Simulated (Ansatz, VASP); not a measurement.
# In in VASP and in Ansatz

```
CELL_PARAMETERS angstrom
3.48668 0.00000 0.00000
-1.74334 3.01955 0.00000
0.00000 0.00000 5.65932
ATOMIC_POSITIONS crystal
In 0.33333 0.66667 0.25000
In 0.66667 0.33333 0.75000
```

Alike in both runs: task single point; functional revPBE; k mesh 12 × 12 × 7; occupations fermi-dirac, width 0.1 eV; no spin polarisation.

|  | VASP | Ansatz |
| --- | --- | --- |
| version | VASP 6.6.1 | Ansatz 0.2.0 |
| potentials or method | VASP PAW PBE potentials, release 64 (In_d), cutoff 520 eV | plane waves (420 eV) with PAW, scalar-relativistic |
| valence electrons in the cell | 26 | 26 |

Ansatz gave:

- pressure (GPa): -1.1
- traceless stress, the component that is largest in VASP (GPa): -0.39

Task: What did VASP give for the same quantities?

Result: Pressure (GPa): -1.1; traceless stress, the component that is largest in VASP (GPa): -0.40.

VASP's potentials were made for PBE, not for revPBE.
